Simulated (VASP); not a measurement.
# ScBr2 in VASP: further runs

Runs on ScBr2. Level: PBE. Tasks: single point.

All numbers are computed with VASP 6.6.1; they aren't measurements. Logs are shortened: lines on timing, memory, paths and dates and some standing lists are left out, and cuts for length are marked.

### Step 1. The cell of the first run

The cell holds a sheet with vacuum, 6 atoms: a = 3.968 Å, b = 6.304 Å, c = 32.283 Å, α = 90.00°, β = 90.00°, γ = 90.00°.

### Step 2. Single point, PBE

INCAR reads:

```
SYSTEM = ScBr2
PREC     = Accurate       ! precision mode
ENCUT    = 520            ! plane-wave cutoff, eV
EDIFF    = 1E-7           ! SCF threshold, eV
ISMEAR   = 0              ! smearing method
SIGMA    = 0.1            ! smearing width, eV
LREAL    = .False.        ! projectors in reciprocal space
LASPH    = .True.         ! aspherical terms in the spheres
NELM     = 100            ! most SCF steps
ALGO     = Normal         ! electronic algorithm
ISIF     = 2              ! what is computed and relaxed
LWAVE    = .False.        ! write WAVECAR
LCHARG   = .False.        ! write CHGCAR
LDIPOL   = .True.       
IDIPOL   = 3            
DIPOL    = 0.5 0.5 0.294
GGA      = PE             ! functional
NBANDS   = 34             ! bands
```

KPOINTS reads:

```
Automatic mesh
0
Gamma
  10 6 1
  0 0 0
```

POSCAR reads:

```
ScBr2
1.0
    3.9684678129      0.0000000000      0.0000000000
    0.0000000000      6.3041115496      0.0000000000
    0.0000000000      0.0000000000     32.2829543200
Sc Br
2 4
Direct
    0.0000000000      0.0000000000      0.2942729437
    0.0000000000      0.5000000000      0.2942729437
    0.0000000000      0.7500000000      0.2280869059
    0.5000000000      0.7500000000      0.3322024695
    0.0000000000      0.2500000000      0.3604589815
    0.5000000000      0.2500000000      0.2563434179
```

Potentials or basis: VASP PAW PBE potentials, release 64 (Sc_sv, Br).

Launch:

```console
> cat potpaw_PBE.64/Sc_sv/POTCAR potpaw_PBE.64/Br/POTCAR > POTCAR
> mpirun -np 1 vasp_std > vasp.out
```

OUTCAR:

```text
SYSTEM = ScBr2
   PREC = Accurate
   ENCUT = 520
   EDIFF = 1E-7
   ISMEAR = 0
   LREAL = .False.
   LASPH = .True.
   NELM = 100
   ISIF = 2
   GGA = PE

 ion  position               nearest neighbor table
   1  0.000  0.000  0.294-   3 2.66   5 2.66   4 2.81   4 2.81   6 2.81   6 2.81   2 3.15   2 3.15

   2  0.000  0.500  0.294-   3 2.66   5 2.66   4 2.81   4 2.81   6 2.81   6 2.81   1 3.15   1 3.15

   3  0.000  0.750  0.228-   1 2.66   2 2.66
   4  0.500  0.750  0.332-   1 2.81   2 2.81   1 2.81   2 2.81
   5  0.000  0.250  0.360-   1 2.66   2 2.66
   6  0.500  0.250  0.256-   1 2.81   2 2.81   1 2.81   2 2.81

  LATTYP: Found a simple orthorhombic cell.
 ALAT       =     3.9684678129
 B/A-ratio  =     1.5885505053
 C/A-ratio  =     8.1348661101

  Lattice vectors:

 A1 = (   3.9684678129,   0.0000000000,   0.0000000000)
 A2 = (   0.0000000000,   6.3041115496,   0.0000000000)
 A3 = (   0.0000000000,   0.0000000000,  32.2829543200)

Analysis of symmetry for initial positions (statically):
=====================================================================
 Subroutine PRICEL returns:
 Original cell was already a primitive cell.

 Routine SETGRP: Setting up the symmetry group for a
 simple orthorhombic supercell.

 Subroutine GETGRP returns: Found  8 space group operations
 (whereof  2 operations were pure point group operations)
 out of a pool of  8 trial point group operations.

The static configuration has the point symmetry C_1h.
 The point group associated with its full space group is D_2h.

Analysis of symmetry for dynamics (positions and initial velocities):
=====================================================================
 Subroutine PRICEL returns:
 Original cell was already a primitive cell.

 Routine SETGRP: Setting up the symmetry group for a
 simple orthorhombic supercell.

 Subroutine GETGRP returns: Found  8 space group operations
 (whereof  2 operations were pure point group operations)
 out of a pool of  8 trial point group operations.

The dynamic configuration has the point symmetry C_1h.
 The point group associated with its full space group is D_2h.

 Subroutine INISYM returns: Found  8 space group operations
 (whereof  2 operations are pure point group operations),
 and found     1 'primitive' translations

----------------------------------------------------------------------------------------

                                     Primitive cell

[... 107 lines left out ...]
   PSTRESS=    0.0 pullay stress
   NELECT =      50.0000    total number of electrons
   NUPDOWN=      -1.0000    fix difference up-down
   EMIN   =  10.00;   EMAX   =-10.00  energy-range for DOS
   EFERMI =   0.00;   METHOD = LEGACY
   ISMEAR =     0;   SIGMA  =   0.10  broadening in eV -4-tet -1-fermi 0-gaus
   EFERMI_NEDOS =   21; number of points for ismear=-14 and -15
   IALGO  =     38    algorithm
   IMIX   =      4    mixing-type and parameters
     AMIX     =   0.40;   BMIX     =  1.00
     AMIX_MAG =   1.60;   BMIX_MAG =  1.00
  volume/ion in A,a.u.               =     134.61       908.38
  Fermi-wavevector in a.u.,A,eV,Ry     =   0.647627  1.223837  5.706562  0.419420
  Thomas-Fermi vector in A             =   1.715996
   LORBIT       =      0    0 simple, 1 ext, 2 COOP (PROOUT), +10 PAW based schemes
   GGA     = PE    functional components
   LHFCALC =     F    Hartree Fock is set to
   AEXX    =    0.0000 exact exchange contribution
   IVDW    =     0    specifies the selected vdW correction
   LEPSILON=     F    determine dielectric tensor
   LRPA    =     F    only Hartree local field effects (RPA)
 non-spin polarized calculation
 Gauss-broadening in eV      SIGMA  =   0.10
  energy-cutoff  :      520.00
  volume of cell :      807.64
 maximum number of plane-waves:     21852
 NGX is ok and might be reduce to    30
   NGX = 15   NGY = 23   NGZ =121

 dipolmoment           0.000000      0.000000     -0.000000 electrons x Angstroem

 number of electron      50.0000000 magnetization

 dipolmoment           0.000000      0.000000      0.000001 electrons x Angstroem

 Free energy of the ion-electron system (eV)
  ---------------------------------------------------
  ext. energy  EPLUGINS =         0.00000000
  ---------------------------------------------------
  free energy    TOTEN  =       -27.92762702 eV

  energy without entropy =      -27.91509881  energy(sigma->0) =      -27.92136292

 E-fermi :  -1.9761     XC(G=0):  -2.0924

 val. band max:       -1.9977065504   @ k =   0.0000   0.0000   0.0000
 cond. band min:      -1.9412909358   @ k =   0.1000   0.0000   0.0000
 fundamental gap:      0.0564156146
 Fermi energy:        -1.9761361191

 k-point     1 :       0.0000    0.0000    0.0000
  band No.  band energies     occupation
      1     -52.8820      2.00000
      2     -52.8503      2.00000
      3     -31.7040      2.00000
      4     -31.6673      2.00000
      5     -31.6556      2.00000
      6     -31.5969      2.00000
[... 877 lines left out ...]
     33      -0.0753      0.00000
     34      -0.0753      0.00000

------------------------ aborting loop because EDIFF is reached ----------------------------------------

 vacuum level on the upper side and lower side of the slab       (xc-potential included)        -0.005        -0.005

  FORCE on cell =-STRESS in cart. coord.  units (eV):
  Direction    XX          YY          ZZ          XY          YZ          ZX
  --------------------------------------------------------------------------------------
  -------------------------------------------------------------------------------------
  Total        0.0429087      0.1026368      0.1116600     -0.0000000     -0.0000000      0.0000000
  in kB        0.0851209      0.2036075      0.2215074     -0.0000000     -0.0000000      0.0000000
  external PRESSURE =       0.1700786 kB  Pullay stress =       0.0000000 kB

 VOLUME and BASIS-vectors are now :
 -----------------------------------------------------------------------------
  energy-cutoff  :      520.00
  volume of cell :      807.64
      direct lattice vectors                 reciprocal lattice vectors
     3.968467813  0.000000000  0.000000000     0.251986421  0.000000000  0.000000000
     0.000000000  6.304111550  0.000000000     0.000000000  0.158626635  0.000000000
     0.000000000  0.000000000 32.282954320     0.000000000  0.000000000  0.030976099

 POSITION                                       TOTAL-FORCE (eV/Angst)
 -----------------------------------------------------------------------------------
      0.00000      0.00000      9.50000         0.000000      0.000000     -0.000000
      0.00000      3.15206      9.50000        -0.000000      0.000000     -0.000000
      0.00000      4.72808      7.36332        -0.000000     -0.000000     -0.024656
      1.98423      4.72808     10.72448         0.000000     -0.000000      0.012344
      0.00000      1.57603     11.63668        -0.000000     -0.000000      0.024656
      1.98423      1.57603      8.27552         0.000000      0.000000     -0.012344
 -----------------------------------------------------------------------------------
    total drift:                               -0.000000     -0.000000      0.000098

  FREE ENERGIE OF THE ION-ELECTRON SYSTEM (eV)
  ---------------------------------------------------
  free  energy   TOTEN  =       -27.9276270228 eV

  energy  without entropy=      -27.9150988134  energy(sigma->0) =      -27.92136292

 vacuum level on the upper side and lower side of the slab         1.597         1.597
```

OSZICAR:

```text
N       E                     dE             d eps       ncg     rms          rms(c)
DAV:   1     0.576339111460E+03    0.57634E+03   -0.18171E+04  2048   0.104E+03
DAV:   2     0.768051426778E+02   -0.49953E+03   -0.48521E+03  2296   0.333E+02
DAV:   3    -0.248094532358E+02   -0.10161E+03   -0.10060E+03  2736   0.140E+02
[... 20 lines left out ...]
DAV:  24    -0.279276262852E+02   -0.87879E-06   -0.99988E-09  1378   0.122E-03    0.417E-04
DAV:  25    -0.279276265118E+02   -0.22659E-06    0.49004E-09  1116   0.704E-04    0.105E-04
DAV:  26    -0.279276267891E+02   -0.27728E-06    0.77019E-09  1096   0.595E-04    0.280E-04
DAV:  27    -0.279276270049E+02   -0.21584E-06    0.10624E-08  1060   0.488E-04    0.931E-05
DAV:  28    -0.279276270228E+02   -0.17857E-07    0.13793E-08   904   0.382E-04
   1 F= -.27927627E+02 E0= -.27921363E+02  d E =-.125282E-01
```

Wall time 24 min (1 thread of AMD EPYC 9R45 (Zen 5), shared host); peak memory 0.98 GiB.

What came out:

| Property | Result |
| --- | --- |
| Free energy | -27.9276 eV |
| Largest force | 0.025 eV/Å |
| Band gap on the k mesh | zero (band 25 reaches -1.65 eV, above the bottom of band 26 at -2.39 eV) |

Forces in eV/Å, atoms in the order of the input:
```
Sc   0.000  0.000  0.000
Sc   0.000  0.000  0.000
Br   0.000  0.000 -0.025
Br   0.000  0.000  0.012
Br   0.000  0.000  0.025
Br   0.000  0.000 -0.012
```

### Step 3. Single point, PBE

INCAR reads:

```
PREC     = Accurate       # precision mode
ENCUT    = 520            # plane-wave cutoff, eV
EDIFF    = 1E-7           # SCF threshold, eV
ISMEAR   = 0              # smearing method
SIGMA    = 0.1            # smearing width, eV
LREAL    = False          # projectors in reciprocal space
LASPH    = True           # aspherical terms in the spheres
NELM     = 100            # most SCF steps
ALGO     = Normal         # electronic algorithm
ISIF     = 2              # what is computed and relaxed
LWAVE    = False          # write WAVECAR
LCHARG   = False          # write CHGCAR
LDIPOL   = True         
IDIPOL   = 3            
DIPOL    = 0.5 0.5 0.294
GGA      = PE             # functional
NBANDS   = 34             # bands
```

KPOINTS reads:

```
regular mesh
0
Gamma
  10 6 1
```

POSCAR is that of step 2.

Potentials or basis: VASP PAW PBE potentials, release 64 (Sc_sv, Br).

Launch:

```console
> cat potpaw_PBE.64/Sc_sv/POTCAR potpaw_PBE.64/Br/POTCAR > POTCAR
> mpirun -np 1 vasp_std > vasp.out
```

Run time: 22 min. Hardware: 1 thread of AMD EPYC 9R45 (Zen 5), shared host; peak memory 0.98 GiB.

Results (log left out):

| Property | Result |
| --- | --- |
| Free energy | -27.9276 eV |
| Largest force | 0.025 eV/Å |
| Band gap on the k mesh | zero (band 25 reaches -1.65 eV, above the bottom of band 26 at -2.39 eV) |

Forces on the atoms (eV/Å):
```
Sc   0.000  0.000  0.000
Sc   0.000  0.000  0.000
Br   0.000  0.000 -0.025
Br   0.000  0.000  0.012
Br   0.000  0.000  0.025
Br   0.000  0.000 -0.012
```

Levels at points of the mesh, in eV from the Fermi level:
```csv
k point,band 22,band 23,band 24,band 25,band 26,band 27,band 28,band 29
"(0.00, 0.00, 0.00)",-3.94,-3.80,-3.41,-1.51,-0.02,0.28,0.49,0.65
"(0.50, 0.00, 0.00)",-4.51,-4.48,-4.45,-0.82,0.17,0.70,0.74,0.95
"(0.00, 0.50, 0.00)",-4.35,-3.67,-3.67,-0.42,-0.42,0.66,0.66,0.80
"(0.50, 0.50, 0.00)",-4.52,-4.33,-4.33,0.32,0.32,0.34,0.34,1.04
```

### Step 4. Single point, PBE

This run uses another cell than the first one, of 134.18 Å³/atom, 0.997 times its volume.

INCAR reads:

```
PREC = Accurate
ENCUT = 520
EDIFF = 1E-6
ISMEAR = 0
SIGMA = 0.1
LREAL = F
LASPH = T
NELM = 100
ALGO = Normal
ISIF = 2
LWAVE = F
LCHARG = F
LDIPOL = T
IDIPOL = 3
DIPOL = 0.5 0.5 0.294
GGA = PE
NBANDS = 34
```

KPOINTS reads:

```
Automatic mesh
0
Gamma
  10 6 1
```

POSCAR reads:

```
ScBr2
1.0
    3.9750145491      0.0000000000      0.0000000000
    0.0000000000      6.2737212453      0.0000000000
    0.0000000000      0.0000000000     32.2829543200
Sc Br
2 4
Direct
    0.0000000000      0.0000000000      0.2942729437
    0.0000000000      0.5000000000      0.2942729437
    0.0000000000      0.7500000000      0.2279902957
    0.5000000000      0.7500000000      0.3325127093
    0.0000000000      0.2500000000      0.3605555917
    0.5000000000      0.2500000000      0.2560331781
```

Launch:

```console
> cat potpaw_PBE.64/Sc_sv/POTCAR potpaw_PBE.64/Br/POTCAR > POTCAR
> mpirun -np 1 vasp_std > vasp.out
```

Run time: 21 min. Hardware: 1 thread of AMD EPYC 9R45 (Zen 5), shared host; peak memory 0.99 GiB.

The run converged. Its results:

| Property | Result |
| --- | --- |
| Free energy | -27.9266 eV |
| Largest force | 0.030 eV/Å |
| Band gap on the k mesh | zero (band 25 reaches -1.64 eV, above the bottom of band 26 at -2.38 eV) |

Forces in eV/Å, atoms in the order of the input:
```
Sc   0.000  0.000  0.000
Sc   0.000  0.000  0.000
Br   0.000  0.000 -0.030
Br   0.000  0.000 -0.018
Br   0.000  0.000  0.030
Br   0.000  0.000  0.018
```

Levels at points of the mesh, in eV from the Fermi level:
```tsv
k point	band 21	band 22	band 23	band 24	band 25	band 26	band 27	band 28	band 29	band 30
(0.00, 0.00, 0.00)	-4.51	-3.91	-3.81	-3.41	-1.51	-0.03	0.29	0.52	0.64	1.09
(0.50, 0.00, 0.00)	-4.77	-4.51	-4.47	-4.45	-0.84	0.16	0.69	0.78	0.98	1.33
(0.00, 0.50, 0.00)	-4.35	-4.35	-3.68	-3.68	-0.40	-0.40	0.66	0.66	0.81	0.81
(0.50, 0.50, 0.00)	-4.51	-4.51	-4.31	-4.31	0.34	0.34	0.35	0.35	1.04	1.04
```
